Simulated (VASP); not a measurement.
Input of a VASP 6.6.1 run:

The input POSCAR:

```
Ta
1.0
    2.9003720000      0.0000000000      0.0000000000
   -1.4501860000      2.5117960000      0.0000000000
    0.0000000000      0.0000000000     19.7494110000
Ta
4
Direct
    0.6666666667      0.3333333333      0.4346021762
    0.3333333333      0.6666666667      0.3038065287
    0.6666666667      0.3333333333      0.6961934713
    0.3333333333      0.6666666667      0.5653978238
```

INCAR.step1

```
SYSTEM = Ta
ALGO = Normal
DIPOL = 0.5 0.5 0.500
EDIFF = 1E-4
EFIELD = -0.3
ENCUT = 520
GGA = PE
IDIPOL = 3
ISMEAR = -1
LASPH = .TRUE.
LCHARG = .FALSE.
LDIPOL = .TRUE.
LREAL = .FALSE.
LWAVE = .TRUE.
NBANDS = 30
NELM = 60
PREC = Accurate
SIGMA = 0.15
```

File INCAR.step2:

```
SYSTEM = Ta
ALGO = Normal
DIPOL = 0.5 0.5 0.500
EDIFF = 1E-7
EFIELD = -0.3
ENCUT = 520
IDIPOL = 3
ISIF = 2
ISMEAR = -1
ISTART = 1
LASPH = .TRUE.
LCHARG = .TRUE.
LDIPOL = .TRUE.
LELF = .TRUE.
LMIXTAU = .TRUE.
LREAL = .FALSE.
LVACPOTAV = .TRUE.
LVHAR = .TRUE.
LWAVE = .FALSE.
METAGGA = R2SCAN
NBANDS = 30
NELM = 60
PREC = Accurate
SIGMA = 0.15
```

The input KPOINTS:

```
k-points
0
G
  7 7 1
  0 0 0
```

Potentials or basis: VASP PAW PBE potentials, release 64 (Ta_pv).

Command:

```console
$ cat potpaw_PBE.64/Ta_pv/POTCAR > POTCAR
$ cp INCAR.step1 INCAR
$ mpirun -np 1 vasp_std > vasp.out
$ cp INCAR.step2 INCAR
$ mpirun -np 1 vasp_std > vasp.out
```

Predict the band gap on the k mesh.

zero (band 22 reaches 1.28 eV, above the bottom of band 23 at 0.36 eV).

Estimate the largest force.

0.536 eV/Å.

Forces in eV/Å, atoms in the order of the input:
```
Ta   0.000  0.000 -0.322
Ta   0.000  0.000  0.519
Ta   0.000  0.000 -0.536
Ta   0.000  0.000  0.339
```

Caveat: the PAW data sets were made with another functional, which shifts forces and pressure a little; spin-orbit coupling is left out, which moves the levels of the heavy elements.
